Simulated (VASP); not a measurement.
Set up this calculation in VASP 6.6.1, as the native input.

| Item | Value |
| --- | --- |
| Task | single point |
| Functional | PBEsol |
| Potentials or basis | VASP PAW PBE potentials, release 64 (Zn, O) |
| Cutoff | 520 eV |
| k mesh | 12 × 12 × 6 |
| Occupations | gaussian, width 0.02 eV |
| Spin | no spin polarisation |
| Dipole correction | no |
| Further INCAR settings | ALGO = Normal; EDIFF = 1e-06; NBANDS = 26 |

The structure of ZnO lies in POSCAR:

```
ZnO
1.0
    3.2304736061      0.0000000000      0.0000000000
   -1.6152368030      2.7976722091      0.0000000000
    0.0000000000      0.0000000000      5.2140755750
Zn O
2 2
Direct
    0.6666666667      0.3333333333      0.5006434753
    0.3333333333      0.6666666667      0.0006434753
    0.6666666667      0.3333333333      0.8796665247
    0.3333333333      0.6666666667      0.3796665247
```

The input as run:

INCAR

```
SYSTEM = ZnO
PREC = Accurate
ENCUT = 520
EDIFF = 1E-6
ISMEAR = 0
SIGMA = 0.02
LREAL = .False.
LASPH = .True.
NELM = 60
ALGO = Normal
ISIF = 2
LWAVE = .False.
LCHARG = .False.
GGA = PS
NBANDS = 26
```

KPOINTS

```
Automatic mesh
0
Gamma
  12 12 6
  0 0 0
```

Potentials or basis: VASP PAW PBE potentials, release 64 (Zn, O).

Command:

```console
$ cat potpaw_PBE.64/Zn/POTCAR potpaw_PBE.64/O/POTCAR > POTCAR
$ mpirun -np 1 vasp_std > vasp.out
```

Results of the run:

```
Pressure               : 0.7 GPa
Band gap on the k mesh : 0.69 eV
```

Caveat: the PAW data sets were made with another functional, which shifts forces and pressure a little.

It took 83 s on 1 thread of Intel Xeon 8259CL, on a shared host, peak memory 0.21 GiB.
